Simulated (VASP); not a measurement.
Wanted: the native input for a VASP 6.6.1 run.

* Task: single point
* Functional: r2SCAN
* Potentials or basis: VASP PAW PBE potentials, release 64 (K_sv, I)
* Cutoff: 520 eV
* k mesh: 6 × 6 × 6
* Occupations: gaussian, width 0.01 eV
* Spin: no spin polarisation
* Dipole correction: no
* Further INCAR settings: ALGO = Normal; EDIFF = 1e-06; NBANDS = 15

KI:

```
K I
1.0
     0.00000    3.50876    3.50876
     3.50876    0.00000    3.50876
     3.50876    3.50876    0.00000
K I
1 1
Direct
  0.00000 0.00000 0.00000
  0.50000 0.50000 0.50000
```

This cell differs from its parent crystal: volume changed by -3%.

These files were run (other wordings do the same):

POSCAR

```
KI
1.0
    0.0000000000      3.5087599913      3.5087599913
    3.5087599913      0.0000000000      3.5087599913
    3.5087599913      3.5087599913      0.0000000000
K I
1 1
Direct
    0.0000000000      0.0000000000      0.0000000000
    0.5000000000      0.5000000000      0.5000000000
```

INCAR.step1

```
SYSTEM = KI
PREC = Accurate ; ENCUT = 520
ISMEAR = 0 ; SIGMA = 0.01
LREAL = .False. ; LASPH = .True.
NELM = 100 ; NBANDS = 15
GGA = PE ; ALGO = Normal
EDIFF = 1E-4 ; LWAVE = .True.
LCHARG = .False.
```

INCAR.step2

```
SYSTEM = KI
PREC = Accurate ; ENCUT = 520
EDIFF = 1E-6 ; ISMEAR = 0
SIGMA = 0.01 ; LREAL = .False.
LASPH = .True. ; NELM = 100
ALGO = Normal ; ISIF = 2
LWAVE = .False. ; LCHARG = .False.
METAGGA = R2SCAN ; LMIXTAU = .True.
NBANDS = 15 ; ISTART = 1
```

KPOINTS

```
Automatic mesh
0
Gamma
  6 6 6
  0 0 0
```

Potentials or basis: VASP PAW PBE potentials, release 64 (K_sv, I).

The run is started by

```sh
$ cat potpaw_PBE.64/K_sv/POTCAR potpaw_PBE.64/I/POTCAR > POTCAR
$ cp INCAR.step1 INCAR
$ mpirun -np 1 vasp_std > vasp.out
$ cp INCAR.step2 INCAR
$ mpirun -np 1 vasp_std > vasp.out
```

It gave:

```yaml
Pressure: 0.4 GPa
Band_gap_on_the_k_mesh: 4.66 eV, direct
```

Caveat: the PAW data sets were made with another functional, which shifts forces and pressure a little; spin-orbit coupling is left out, which moves the levels of the heavy elements.

Wall time 3.4 min on 1 thread of AMD EPYC 7R13, with other jobs on the host, peak memory 0.23 GiB.
